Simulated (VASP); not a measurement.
Runs of VASP 6.6.1 on SnO. The structure is that of space group Pmn2_1 (No. 31), or close to it. The cells are those of the table. 

```tsv
level	cell	smearing	gap on the mesh (eV)	pressure (GPa)	largest force (eV/Å)
r2SCAN	a = 3.128, b = 5.452, c = 4.001 Å, 4 atoms	gaussian 0.01 eV	1.31	6.2	0.12
PBE	a = 3.128, b = 5.452, c = 4.001 Å, 4 atoms	fermi-dirac 0.02 eV	1.06	9.8	0.67
PBE	a = 3.293, b = 5.739, c = 3.988 Å, 4 atoms	fermi-dirac 0.02 eV	1.38	5.1	(b)
PBE	a = 3.426, b = 5.972, c = 4.150 Å, 4 atoms	fermi-dirac 0.02 eV	1.70	2.4	0.58
PBE	a = 3.303, b = 5.758, c = 4.001 Å, 4 atoms	fermi-dirac 0.02 eV	1.41	4.8	(a)
```

Alike in all rows: task single point; potentials or basis VASP PAW PBE potentials, release 64 (Sn_d, O); no spin polarisation; k mesh 8 × 4 × 6; cutoff (eV) 520.

Problem. Fill in the values left out.

Solution. (a) 0.62; (b) 0.63.

Caveats: spin-orbit coupling is left out, which moves the levels of the heavy elements; the PAW data sets were made with another functional, which shifts forces and pressure a little (some runs).

A k mesh can miss the band edges, and the runs leave out spin-orbit coupling on Sn.
